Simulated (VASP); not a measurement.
# BaTe (Fm-3m) in VASP: further runs

The runs below take BaTe through single point, with PBEsol.

All numbers are computed with VASP 6.6.1; they aren't measurements. Logs are shortened: lines on timing, memory, paths and dates and some standing lists are left out, and cuts for length are marked.

## 1. The cell of the first run

Symmetry: Fm-3m, No. 225, cubic system. Conventional cell: a = 6.849 Å, b = 6.849 Å, c = 6.849 Å, α = 90.00°, β = 90.00°, γ = 90.00°. Within 4.5 Å of Ba (site symmetry m-3m) lie 6 Te at 3.42 Å. Within 4.5 Å of Te (site symmetry m-3m) lie 6 Ba at 3.42 Å.

## 2. Single point, PBEsol (40.16 Å³/atom)

INCAR reads:

```
PREC = Accurate ; ENCUT = 520
EDIFF = 1E-7 ; ISMEAR = 0
SIGMA = 0.05 ; LREAL = F
LASPH = T ; NELM = 100
ALGO = Normal ; ISIF = 2
LWAVE = F ; LCHARG = T
GGA = PS ; LELF = T
LVHAR = T ; NBANDS = 15
```

KPOINTS reads:

```
Automatic mesh
0
Gamma
  6 6 6
```

POSCAR reads:

```
BaTe
1.0
    0.0000000000      3.4244675802      3.4244675802
    3.4244675802      0.0000000000      3.4244675802
    3.4244675802      3.4244675802      0.0000000000
Ba Te
1 1
Direct
    0.5000000000      0.5000000000      0.5000000000
    0.0000000000      0.0000000000      0.0000000000
```

Potentials or basis: VASP PAW PBE potentials, release 64 (Ba_sv, Te).

On the command line:

```sh
$ cat potpaw_PBE.64/Ba_sv/POTCAR potpaw_PBE.64/Te/POTCAR > POTCAR
$ mpirun -np 1 vasp_std > vasp.out
```

OUTCAR:

```text
PREC = Accurate
   ENCUT = 520
   EDIFF = 1E-7
   ISMEAR = 0
   LREAL = F
   LASPH = T
   NELM = 100
   ISIF = 2
   GGA = PS

 ion  position               nearest neighbor table
   1  0.500  0.500  0.500-   2 3.42   2 3.42   2 3.42   2 3.42   2 3.42   2 3.42
   2  0.000  0.000  0.000-   1 3.42   1 3.42   1 3.42   1 3.42   1 3.42   1 3.42

  LATTYP: Found a face centered cubic cell.
 ALAT       =     6.8489351604

  Lattice vectors:

 A1 = (   0.0000000000,   3.4244675802,   3.4244675802)
 A2 = (   3.4244675802,   0.0000000000,   3.4244675802)
 A3 = (   3.4244675802,   3.4244675802,   0.0000000000)

Analysis of symmetry for initial positions (statically):
=====================================================================
 Subroutine PRICEL returns:
 Original cell was already a primitive cell.

 Routine SETGRP: Setting up the symmetry group for a
 face centered cubic supercell.

 Subroutine GETGRP returns: Found 48 space group operations
 (whereof 48 operations were pure point group operations)
 out of a pool of 48 trial point group operations.

The static configuration has the point symmetry O_h .

Analysis of symmetry for dynamics (positions and initial velocities):
=====================================================================
 Subroutine PRICEL returns:
 Original cell was already a primitive cell.

 Routine SETGRP: Setting up the symmetry group for a
 face centered cubic supercell.

 Subroutine GETGRP returns: Found 48 space group operations
 (whereof 48 operations were pure point group operations)
 out of a pool of 48 trial point group operations.

The dynamic configuration has the point symmetry O_h .

 Subroutine INISYM returns: Found 48 space group operations
 (whereof 48 operations are pure point group operations),
 and found     1 'primitive' translations

----------------------------------------------------------------------------------------

                                     Primitive cell

  volume of cell :      80.3173

  direct lattice vectors                    reciprocal lattice vectors
     0.000000000  3.424467580  3.424467580    -0.146008099  0.146008099  0.146008099
     3.424467580  0.000000000  3.424467580     0.146008099 -0.146008099  0.146008099
     3.424467580  3.424467580  0.000000000     0.146008099  0.146008099 -0.146008099

  length of vectors
     4.842928496  4.842928496  4.842928496     0.252893445  0.252893445  0.252893445

  position of ions in fractional coordinates (direct lattice)
     0.500000000  0.500000000  0.500000000
     0.000000000  0.000000000  0.000000000

  ion indices of the primitive-cell ions
   primitive index   ion index
                 1           1
                 2           2

----------------------------------------------------------------------------------------

 KPOINTS: Automatic mesh

Automatic generation of k-mesh.
 Grid dimensions read from file:
 generate k-points for:    6    6    6

 Generating k-lattice:

  Cartesian coordinates                     Fractional coordinates (reciprocal lattice)
    -0.024334683  0.024334683  0.024334683     0.166666667  0.000000000  0.000000000
     0.024334683 -0.024334683  0.024334683     0.000000000  0.166666667  0.000000000
     0.024334683  0.024334683 -0.024334683     0.000000000  0.000000000  0.166666667

  Length of vectors
     0.042148908  0.042148908  0.042148908

  Shift w.r.t. Gamma in fractional coordinates (k-lattice)
     0.000000000  0.000000000  0.000000000

 Subroutine IBZKPT returns following result:
 ===========================================

 Found     16 irreducible k-points:

 Following reciprocal coordinates:
            Coordinates               Weight
  0.000000  0.000000  0.000000      1.000000
  0.166667  0.000000  0.000000      8.000000
  0.333333  0.000000  0.000000      8.000000
  0.500000  0.000000  0.000000      4.000000
  0.166667  0.166667  0.000000      6.000000
  0.333333  0.166667  0.000000     24.000000
[... 8 lines left out ...]
 -0.333333  0.333333  0.166667     24.000000
 -0.333333  0.500000  0.166667     12.000000
   k-points           NKPTS =     16   k-points in BZ     NKDIM =     16   number of bands    NBANDS=     15
   number of dos      NEDOS =    301   number of ions     NIONS =      2
   total plane-waves  NPLWV =  46656
   dimension x,y,z NGX =    36 NGY =   36 NGZ =   36
   dimension x,y,z NGXF=    72 NGYF=   72 NGZF=   72
   ions per type =               1   1
   NGX,Y,Z   is equivalent  to a cutoff of  12.36, 12.36, 12.36 a.u.
   NGXF,Y,Z  is equivalent  to a cutoff of  24.72, 24.72, 24.72 a.u.
 SYSTEM =  unknown system
   PREC   = accura    normal or accurate (medium, high low for compatibility)
   ISTART =      0    job   : 0-new  1-cont  2-samecut
   ICHARG =      2    charge: 1-file 2-atom 10-const
   ISPIN  =      1    spin polarized calculation?
   LNONCOLLINEAR =      F non collinear calculations
   LSORBIT =      F    spin-orbit coupling
   LASPH  =      T    aspherical Exc in radial PAW
   ENCUT  =  520.0 eV  38.22 Ry    6.18 a.u.   9.00  9.00  9.00*2*pi/ulx,y,z
   NELM   =    100;   NELMIN=  2; NELMDL= -5     # of ELM steps
   EDIFF  = 0.1E-06   stopping-criterion for ELM
   LREAL  =      F    real-space projection
   EDIFFG = 0.1E-05   stopping-criterion for IOM
   NSW    =      0    number of steps for IOM
   IBRION =     -1    ionic relax: 0-MD 1-quasi-New 2-CG
   NFREE  =      0    steps in history (QN), initial steepest desc. (CG)
   ISIF   =      2    stress and relaxation
   ISYM   =      2    0-nonsym 1-usesym 2-fastsym
   POTIM  = 0.5000    time-step for ionic-motion
   TEBEG  =    0.0;   TEEND  =   0.0 temperature during run
   PSTRESS=    0.0 pullay stress
   NELECT =      16.0000    total number of electrons
   NUPDOWN=      -1.0000    fix difference up-down
   EMIN   =  10.00;   EMAX   =-10.00  energy-range for DOS
   EFERMI =   0.00;   METHOD = LEGACY
   ISMEAR =     0;   SIGMA  =   0.05  broadening in eV -4-tet -1-fermi 0-gaus
   EFERMI_NEDOS =   21; number of points for ismear=-14 and -15
   IALGO  =     38    algorithm
   IMIX   =      4    mixing-type and parameters
     AMIX     =   0.40;   BMIX     =  1.00
     AMIX_MAG =   1.60;   BMIX_MAG =  1.00
  volume/ion in A,a.u.               =      40.16       271.00
  Fermi-wavevector in a.u.,A,eV,Ry     =   0.956119  1.806802 12.437940  0.914163
  Thomas-Fermi vector in A             =   2.085018
   LORBIT       =      0    0 simple, 1 ext, 2 COOP (PROOUT), +10 PAW based schemes
   GGA     = PS    functional components
   LHFCALC =     F    Hartree Fock is set to
   AEXX    =    0.0000 exact exchange contribution
   IVDW    =     0    specifies the selected vdW correction
   LEPSILON=     F    determine dielectric tensor
   LRPA    =     F    only Hartree local field effects (RPA)
 non-spin polarized calculation
 Gauss-broadening in eV      SIGMA  =   0.05
  energy-cutoff  :      520.00
  volume of cell :       80.32
 maximum number of plane-waves:      2200
   NGX = 17   NGY = 17   NGZ = 17

 number of electron      16.0000000 magnetization

 Free energy of the ion-electron system (eV)
  ---------------------------------------------------
  ext. energy  EPLUGINS =         0.00000000
  ---------------------------------------------------
  free energy    TOTEN  =        -9.16740833 eV

  energy without entropy =       -9.16740833  energy(sigma->0) =       -9.16740833

 E-fermi :   2.8469     XC(G=0):  -8.6760

 val. band max:        2.5835048459   @ k =   0.0000   0.0000   0.0000
 cond. band min:       3.8538664273   @ k =   0.5000   0.5000   0.0000
 fundamental gap:      1.2703615814
 Fermi energy:         2.8469237508

 k-point     1 :       0.0000    0.0000    0.0000
  band No.  band energies     occupation
      1     -24.2400      2.00000
      2      -9.3961      2.00000
      3      -9.3961      2.00000
      4      -9.3961      2.00000
      5      -7.1492      2.00000
      6       2.5835      2.00000
      7       2.5835      2.00000
      8       2.5835      2.00000
      9       5.3940      0.00000
     10       5.3940      0.00000
     11       5.3940      0.00000
     12       5.5968      0.00000
     13       6.1129      0.00000
     14       6.1129      0.00000
     15       9.4148      0.00000

 k-point     2 :       0.1667    0.0000    0.0000
  band No.  band energies     occupation
      1     -24.2351      2.00000
      2      -9.5765      2.00000
      3      -9.3996      2.00000
      4      -9.3996      2.00000
      5      -6.8849      2.00000
      6       1.6914      2.00000
      7       2.1417      2.00000
      8       2.1417      2.00000
      9       5.4611      0.00000
     10       5.7605      0.00000
     11       5.7605      0.00000
     12       6.7410      0.00000
     13       6.9644      0.00000
     14       6.9644      0.00000
     15      10.3367      0.00000

 k-point     3 :       0.3333    0.0000    0.0000
  band No.  band energies     occupation
      1     -24.2254      2.00000
      2      -9.8641      2.00000
      3      -9.4065      2.00000
      4      -9.4065      2.00000
      5      -6.4122      2.00000
      6       0.5601      2.00000
      7       1.5340      2.00000
      8       1.5340      2.00000
      9       5.9162      0.00000
     10       6.7009      0.00000
     11       6.7009      0.00000
     12       8.1298      0.00000
     13       8.7711      0.00000
     14       8.7711      0.00000
     15      10.9571      0.00000
[... 199 lines left out ...]
 k-point    15 :      -0.3333    0.3333    0.1667
  band No.  band energies     occupation
      1     -24.2157      2.00000
      2      -9.7757      2.00000
      3      -9.5495      2.00000
      4      -9.4839      2.00000
      5      -6.5220      2.00000
      6       0.8423      2.00000
      7       1.5149      2.00000
      8       1.5326      2.00000
      9       6.1141      0.00000
     10       6.2381      0.00000
     11       8.0826      0.00000
     12       8.1607      0.00000
     13       8.2887      0.00000
     14      10.0531      0.00000
     15      11.1928      0.00000

 k-point    16 :      -0.3333    0.5000    0.1667
  band No.  band energies     occupation
      1     -24.2141      2.00000
      2      -9.6366      2.00000
      3      -9.5910      2.00000
      4      -9.5515      2.00000
      5      -6.7057      2.00000
      6       1.3797      2.00000
      7       1.4706      2.00000
      8       1.7748      2.00000
      9       5.0058      0.00000
     10       7.1616      0.00000
     11       7.4186      0.00000
     12       8.1054      0.00000
     13       8.5329      0.00000
     14       9.3877      0.00000
     15      10.9057      0.00000

------------------------ aborting loop because EDIFF is reached ----------------------------------------

  FORCE on cell =-STRESS in cart. coord.  units (eV):
  Direction    XX          YY          ZZ          XY          YZ          ZX
  --------------------------------------------------------------------------------------
  -------------------------------------------------------------------------------------
  Total        0.9335383      0.9335383      0.9335383      0.0000000      0.0000000     -0.0000000
  in kB       18.6223093     18.6223093     18.6223093      0.0000000      0.0000000     -0.0000000
  external PRESSURE =      18.6223093 kB  Pullay stress =       0.0000000 kB

 VOLUME and BASIS-vectors are now :
 -----------------------------------------------------------------------------
  energy-cutoff  :      520.00
  volume of cell :       80.32
      direct lattice vectors                 reciprocal lattice vectors
     0.000000000  3.424467580  3.424467580    -0.146008099  0.146008099  0.146008099
     3.424467580  0.000000000  3.424467580     0.146008099 -0.146008099  0.146008099
     3.424467580  3.424467580  0.000000000     0.146008099  0.146008099 -0.146008099

 POSITION                                       TOTAL-FORCE (eV/Angst)
 -----------------------------------------------------------------------------------
      3.42447      3.42447      3.42447        -0.000000     -0.000000     -0.000000
      0.00000      0.00000      0.00000         0.000000      0.000000      0.000000
 -----------------------------------------------------------------------------------
    total drift:                                0.000000      0.000000      0.000000

  FREE ENERGIE OF THE ION-ELECTRON SYSTEM (eV)
  ---------------------------------------------------
  free  energy   TOTEN  =        -9.1674083266 eV

  energy  without entropy=       -9.1674083266  energy(sigma->0) =       -9.16740833
```

It took 31 s on 1 thread of Intel Xeon 8259CL, shared host; peak memory 0.21 GiB.

What came out:

- Free energy: -9.1674 eV
- Pressure: 1.9 GPa
- Band gap on the k mesh: 1.27 eV (least direct gap 1.66 eV)

Levels at points of the mesh, in eV from the valence-band top:
```tsv
k point	band 6	band 7	band 8	band 9	band 10	band 11
(0.00, 0.00, 0.00)	0.00	0.00	0.00	2.81	2.81	2.81
(0.50, 0.00, 0.00)	-2.47	-1.29	-1.29	4.16	4.85	4.98
(0.50, 0.50, 0.00)	-1.17	-0.39	-0.39	1.27	4.52	4.82
```

Caveat: the PAW data sets were made with another functional, which shifts forces and pressure a little; spin-orbit coupling is left out, which moves the levels of the heavy elements. A k mesh can miss the band edges.

## 3. Single point, PBEsol (40.99 Å³/atom)

This run uses another cell than the first one, of 40.99 Å³/atom.

INCAR reads:

```
  PREC = Accurate
  ENCUT = 520
  EDIFF = 1E-7
  ISMEAR = 0
  SIGMA = 0.05
  LREAL = F
  LASPH = T
  NELM = 100
  ALGO = Normal
  ISIF = 2
  LWAVE = F
  LCHARG = F
  GGA = PS
  NBANDS = 15
```

KPOINTS is that of step 2.

POSCAR reads:

```
BaTe
1.0
    0.0000000000      3.4478903210      3.4478903210
    3.4478903210      0.0000000000      3.4478903210
    3.4478903210      3.4478903210      0.0000000000
Ba Te
1 1
Direct
    0.5000000000      0.5000000000      0.5000000000
    0.0000000000      0.0000000000      0.0000000000
```

Potentials or basis: VASP PAW PBE potentials, release 64 (Ba_sv, Te).

On the command line:

```sh
$ cat potpaw_PBE.64/Ba_sv/POTCAR potpaw_PBE.64/Te/POTCAR > POTCAR
$ mpirun -np 1 vasp_std > vasp.out
```

Run time: 34 s. Hardware: 1 thread of Intel Xeon 8259CL, shared host; peak memory 0.21 GiB.

Results (log left out):

```yaml
Free_energy: -9.1826 eV
Pressure: 1.1 GPa
Band_gap_on_the_k_mesh: 1.32 eV (least direct gap 1.71 eV)
```

Levels at points of the mesh, in eV from the valence-band top:
| k point | band 6 | band 7 | band 8 | band 9 | band 10 | band 11 |
| --- | --- | --- | --- | --- | --- | --- |
| (0.00, 0.00, 0.00) | 0.00 | 0.00 | 0.00 | 2.83 | 2.83 | 2.83 |
| (0.50, 0.00, 0.00) | -2.41 | -1.24 | -1.24 | 4.13 | 4.80 | 4.94 |
| (0.50, 0.50, 0.00) | -1.17 | -0.39 | -0.39 | 1.32 | 4.48 | 4.73 |

Caveat: the PAW data sets were made with another functional, which shifts forces and pressure a little; spin-orbit coupling is left out, which moves the levels of the heavy elements. A k mesh can miss the band edges.
